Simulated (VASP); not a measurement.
# Cr (Im-3m) in VASP: single point with PBE

Aim: the single point of Cr with PBE.

Everything below comes from runs of VASP 6.6.1. Logs are shortened: lines on timing, memory, paths and dates and some standing lists are left out, and cuts for length are marked.

## (1) The cell of the first run

The structure is cubic, space group Im-3m (No. 229). The conventional cell has a = 2.848 Å, b = 2.848 Å, c = 2.848 Å, α = 90.00°, β = 90.00°, γ = 90.00°. Within 3.3 Å of Cr (site symmetry m-3m) lie 14 Cr at 2.47 to 2.85 Å.

## (2) Single point, PBE, collinear spin, ferromagnetic start

The input, INCAR:

```
SYSTEM = Cr
ALGO = Normal ; EDIFF = 1E-6
ENCUT = 520 ; GGA = PE
ISIF = 2 ; ISMEAR = -1
ISPIN = 2 ; LASPH = .TRUE.
LCHARG = .FALSE. ; LMAXMIX = 4
LORBIT = 11 ; LREAL = .FALSE.
LWAVE = .FALSE. ; MAGMOM = 2 2 2
NBANDS = 29 ; NELM = 150
PREC = Accurate ; SIGMA = 0.08
```

The input, KPOINTS:

```
k-points
0
G
  10 10 13
  0 0 0
```

The input, POSCAR:

```
Cr
1.0
    0.0000000000      2.8484888873     -2.8484888873
   -2.8484888873      0.0000000000      2.8484888873
    1.4242444437      1.4242444437      1.4242444437
Cr
3
Direct
    0.0000000000      0.0000000000      0.0000000000
    0.3333333330      0.6666666670      0.3333333330
    0.6666666670      0.3333333330      0.6666666670
```

Potentials or basis: VASP PAW PBE potentials, release 64 (Cr_pv).

Started as:

```bash
$ cat potpaw_PBE.64/Cr_pv/POTCAR > POTCAR
$ mpirun -np 1 vasp_std > vasp.out
```

OUTCAR:

```text
SYSTEM = Cr
   EDIFF = 1E-6
   ENCUT = 520
   GGA = PE
   ISIF = 2
   ISMEAR = -1
   ISPIN = 2
   LASPH = .TRUE.
   LORBIT = 11
   LREAL = .FALSE.
   NELM = 150
   PREC = Accurate

 ion  position               nearest neighbor table
   1  0.000  0.000  0.000-   2 2.47   3 2.47   3 2.47   2 2.47   3 2.47   2 2.47   3 2.85   2 2.85
                             3 2.85   3 2.85   2 2.85   2 2.85
   2  0.333  0.667  0.333-   1 2.47   3 2.47   3 2.47   1 2.47   1 2.47   3 2.47   3 2.85   3 2.85
                             1 2.85   1 2.85   1 2.85   3 2.85
   3  0.667  0.333  0.667-   1 2.47   2 2.47   2 2.47   1 2.47   1 2.47   2 2.47   2 2.85   2 2.85
                             1 2.85   1 2.85   1 2.85   2 2.85

  LATTYP: Found a hexagonal cell.
 ALAT       =     4.0283716167
 C/A-ratio  =     0.6123724357

  Lattice vectors:

 A1 = (   0.0000000000,   2.8484888873,  -2.8484888873)
 A2 = (  -2.8484888873,   0.0000000000,   2.8484888873)
 A3 = (   1.4242444437,   1.4242444437,   1.4242444437)

Analysis of symmetry for initial positions (statically):
=====================================================================
 Subroutine PRICEL returns following result:

  LATTYP: Found a body centered cubic cell.
 ALAT       =     2.8484888854

  Lattice vectors:

 A1 = (  -1.4242444465,   1.4242444408,  -1.4242444408)
 A2 = (  -1.4242444422,  -1.4242444422,   1.4242444422)
 A3 = (   1.4242444437,   1.4242444437,   1.4242444437)

   3 primitive cells build up your supercell.

 Routine SETGRP: Setting up the symmetry group for a
 hexagonal supercell.

 Subroutine GETGRP returns: Found 12 space group operations
 (whereof 12 operations were pure point group operations)
 out of a pool of 24 trial point group operations.

The static configuration has the point symmetry D_3d.

Analysis of symmetry for dynamics (positions and initial velocities):
=====================================================================
 Subroutine PRICEL returns following result:

  LATTYP: Found a body centered cubic cell.
 ALAT       =     2.8484888854

  Lattice vectors:

 A1 = (  -1.4242444465,   1.4242444408,  -1.4242444408)
 A2 = (  -1.4242444422,  -1.4242444422,   1.4242444422)
 A3 = (   1.4242444437,   1.4242444437,   1.4242444437)

   3 primitive cells build up your supercell.

 Routine SETGRP: Setting up the symmetry group for a
 hexagonal supercell.

 Subroutine GETGRP returns: Found 12 space group operations
 (whereof 12 operations were pure point group operations)
 out of a pool of 24 trial point group operations.

The dynamic configuration has the point symmetry D_3d.

Analysis of structural, dynamic, and magnetic symmetry:
=====================================================================
 Subroutine PRICEL returns following result:

  LATTYP: Found a body centered cubic cell.
 ALAT       =     2.8484888854

  Lattice vectors:

 A1 = (  -1.4242444465,   1.4242444408,  -1.4242444408)
 A2 = (  -1.4242444422,  -1.4242444422,   1.4242444422)
 A3 = (   1.4242444437,   1.4242444437,   1.4242444437)

   3 primitive cells build up your supercell.

 Routine SETGRP: Setting up the symmetry group for a
 hexagonal supercell.

 Subroutine GETGRP returns: Found 12 space group operations
 (whereof 12 operations were pure point group operations)
 out of a pool of 24 trial point group operations.

The overall configuration has the point symmetry D_3d.

 Subroutine INISYM returns: Found 12 space group operations
 (whereof 12 operations are pure point group operations),
 and found     3 'primitive' translations

----------------------------------------------------------------------------------------

                                     Primitive cell

  volume of cell :      11.5562

  direct lattice vectors                    reciprocal lattice vectors
    -1.424244447  1.424244441 -1.424244441    -0.351063332  0.351063332 -0.000000000
    -1.424244442 -1.424244442  1.424244442    -0.351063332 -0.000000001  0.351063332
     1.424244444  1.424244444  1.424244444    -0.000000000  0.351063332  0.351063332

  length of vectors
     2.466863737  2.466863736  2.466863739     0.496478525  0.496478525  0.496478525

  position of ions in fractional coordinates (direct lattice)
     0.000000000  0.000000000  0.000000000

  ion indices of the primitive-cell ions
   primitive index   ion index
                 1           1

----------------------------------------------------------------------------------------

 KPOINTS: k-points

Automatic generation of k-mesh.
 Grid dimensions read from file:
 generate k-points for:   10   10   13

 Generating k-lattice:

  Cartesian coordinates                     Fractional coordinates (reciprocal lattice)
    -0.011702111  0.023404222 -0.011702111     0.100000000  0.000000000  0.000000000
    -0.023404222  0.011702111  0.011702111     0.000000000  0.100000000  0.000000000
     0.018003248  0.018003248  0.018003248     0.000000000  0.000000000  0.076923077

  Length of vectors
     0.028664201  0.028664201  0.031182540

  Shift w.r.t. Gamma in fractional coordinates (k-lattice)
     0.000000000  0.000000000  0.000000000

 Subroutine IBZKPT returns following result:
 ===========================================

 Found    146 irreducible k-points:

 Following reciprocal coordinates:
            Coordinates               Weight
  0.000000  0.000000  0.000000      1.000000
  0.100000  0.000000  0.000000      6.000000
  0.200000  0.000000  0.000000      6.000000
  0.300000  0.000000  0.000000      6.000000
  0.400000  0.000000  0.000000      6.000000
  0.500000  0.000000  0.000000      3.000000
[... 16 lines left out ...]
  0.000000  0.400000  0.076923      6.000000
  0.500000  0.000000  0.076923      6.000000
 [... further k-points ...]
   k-points           NKPTS =    146   k-points in BZ     NKDIM =    146   number of bands    NBANDS=     29
   number of dos      NEDOS =    301   number of ions     NIONS =      3
   total plane-waves  NPLWV =  16200
   dimension x,y,z NGX =    30 NGY =   30 NGZ =   18
   dimension x,y,z NGXF=    60 NGYF=   60 NGZF=   36
   ions per type =               3
   NGX,Y,Z   is equivalent  to a cutoff of  12.38, 12.38, 12.13 a.u.
   NGXF,Y,Z  is equivalent  to a cutoff of  24.76, 24.76, 24.26 a.u.
 SYSTEM =  Cr
   PREC   = accura    normal or accurate (medium, high low for compatibility)
   ISTART =      0    job   : 0-new  1-cont  2-samecut
   ICHARG =      2    charge: 1-file 2-atom 10-const
   ISPIN  =      2    spin polarized calculation?
   LNONCOLLINEAR =      F non collinear calculations
   LSORBIT =      F    spin-orbit coupling
   LASPH  =      T    aspherical Exc in radial PAW
   ENCUT  =  520.0 eV  38.22 Ry    6.18 a.u.   7.49  7.49  4.59*2*pi/ulx,y,z
   NELM   =    150;   NELMIN=  2; NELMDL= -5     # of ELM steps
   EDIFF  = 0.1E-05   stopping-criterion for ELM
   LREAL  =      F    real-space projection
   EDIFFG = 0.1E-04   stopping-criterion for IOM
   NSW    =      0    number of steps for IOM
   IBRION =     -1    ionic relax: 0-MD 1-quasi-New 2-CG
   NFREE  =      0    steps in history (QN), initial steepest desc. (CG)
   ISIF   =      2    stress and relaxation
   ISYM   =      2    0-nonsym 1-usesym 2-fastsym
   POTIM  = 0.5000    time-step for ionic-motion
   TEBEG  =    0.0;   TEEND  =   0.0 temperature during run
   PSTRESS=    0.0 pullay stress
   NELECT =      36.0000    total number of electrons
   NUPDOWN=      -1.0000    fix difference up-down
   EMIN   =  10.00;   EMAX   =-10.00  energy-range for DOS
   EFERMI =   0.00;   METHOD = LEGACY
   ISMEAR =    -1;   SIGMA  =   0.08  broadening in eV -4-tet -1-fermi 0-gaus
   EFERMI_NEDOS =   21; number of points for ismear=-14 and -15
   IALGO  =     38    algorithm
   IMIX   =      4    mixing-type and parameters
     AMIX     =   0.40;   BMIX     =  1.00
     AMIX_MAG =   1.60;   BMIX_MAG =  1.00
  volume/ion in A,a.u.               =      11.56        77.98
  Fermi-wavevector in a.u.,A,eV,Ry     =   1.657795  3.132778 37.392659  2.748283
  Thomas-Fermi vector in A             =   2.745486
   LORBIT       =     11    0 simple, 1 ext, 2 COOP (PROOUT), +10 PAW based schemes
   GGA     = PE    functional components
   LHFCALC =     F    Hartree Fock is set to
   AEXX    =    0.0000 exact exchange contribution
   IVDW    =     0    specifies the selected vdW correction
   LEPSILON=     F    determine dielectric tensor
   LRPA    =     F    only Hartree local field effects (RPA)
 spin polarized calculation
  energy-cutoff  :      520.00
  volume of cell :       34.67
 maximum number of plane-waves:       946
 NGX is ok and might be reduce to    30
   NGX = 15   NGY = 15   NGZ =  9

 number of electron      36.0000005 magnetization      -0.0005475

 number of electron      36.0000005 magnetization       0.0000514

 Free energy of the ion-electron system (eV)
  ---------------------------------------------------
  ext. energy  EPLUGINS =         0.00000000
  ---------------------------------------------------
  free energy    TOTEN  =       -28.57338520 eV

  energy without entropy =      -28.53137676  energy(sigma->0) =      -28.55238098

 E-fermi :  10.9743     XC(G=0): -13.6714

 val. band max:       10.9706300372   @ k =  -0.1000   0.4000   0.3077
 cond. band min:      10.9808562083   @ k =   0.3000   0.0000   0.3077
 fundamental gap:      0.0102261711
 Fermi energy:        10.9742652474

 spin component 1

 k-point     1 :       0.0000    0.0000    0.0000
  band No.  band energies     occupation
      1     -32.3900      1.00000
      2     -32.3900      1.00000
      3     -32.3900      1.00000
      4     -32.3900      1.00000
      5     -31.8781      1.00000
      6     -31.8781      1.00000
[... 757 lines left out ...]
     28      18.0631      0.00000
     29      18.0688      0.00000

 [... further k-points ...]

 spin component 2

 k-point     1 :       0.0000    0.0000    0.0000
  band No.  band energies     occupation
      1     -32.3900      1.00000
      2     -32.3900      1.00000
      3     -32.3900      1.00000
      4     -32.3900      1.00000
      5     -31.8781      1.00000
      6     -31.8781      1.00000
[... 757 lines left out ...]
     28      18.0633      0.00000
     29      18.0688      0.00000

 [... further k-points ...]
[... 5 lines left out ...]
  --------------------------------------------------------------------------------------
  -------------------------------------------------------------------------------------
  Total       -0.1216037     -0.1216037     -0.1216037     -0.0030183     -0.0030183     -0.0030183
  in kB       -5.6198206     -5.6198206     -5.6198206     -0.1394872     -0.1394872     -0.1394872
  external PRESSURE =      -5.6198206 kB  Pullay stress =       0.0000000 kB

 VOLUME and BASIS-vectors are now :
 -----------------------------------------------------------------------------
  energy-cutoff  :      520.00
  volume of cell :       34.67
      direct lattice vectors                 reciprocal lattice vectors
     0.000000000  2.848488887 -2.848488887    -0.117021111  0.234042221 -0.117021111
    -2.848488887  0.000000000  2.848488887    -0.234042221  0.117021111  0.117021111
     1.424244444  1.424244444  1.424244444     0.234042221  0.234042221  0.234042221

 POSITION                                       TOTAL-FORCE (eV/Angst)
 -----------------------------------------------------------------------------------
      0.00000      0.00000      0.00000        -0.000000     -0.000000      0.000000
     -1.42424      1.42424      1.42424         0.000000      0.000000     -0.000000
      0.00000      2.84849     -0.00000         0.000000      0.000000      0.000000
 -----------------------------------------------------------------------------------
    total drift:                                0.000000     -0.000000     -0.000000

  FREE ENERGIE OF THE ION-ELECTRON SYSTEM (eV)
  ---------------------------------------------------
  free  energy   TOTEN  =       -28.5733852029 eV

  energy  without entropy=      -28.5313767643  energy(sigma->0) =      -28.55238098

 total charge

# of ion       s       p       d       tot
------------------------------------------
    1        0.441   6.406   4.210  11.057
    2        0.441   6.406   4.210  11.057
    3        0.441   6.406   4.210  11.057
--------------------------------------------------
tot          1.322  19.218  12.631  33.171

 magnetization (x)

# of ion       s       p       d       tot
------------------------------------------
    1       -0.000  -0.000  -0.000  -0.000
    2       -0.000  -0.000  -0.000  -0.000
    3       -0.000  -0.000  -0.000  -0.000
--------------------------------------------------
tot         -0.000  -0.000  -0.000  -0.000
```

Wall time 5.9 min (1 thread of Oxide Virtual Turin-like, shared host); peak memory 0.26 GiB.

Results:

```
Free energy                                           : -28.5734 eV
Pressure                                              : -0.6 GPa
Band gap on the k mesh                                : zero (filled and empty bands overlap)
Net moment                                            : 0.00 μB per cell
Valence electrons inside the program's atomic spheres : Cr 11.06
```

Caveat: the starting moments collapsed, and a magnetic state may lie lower.
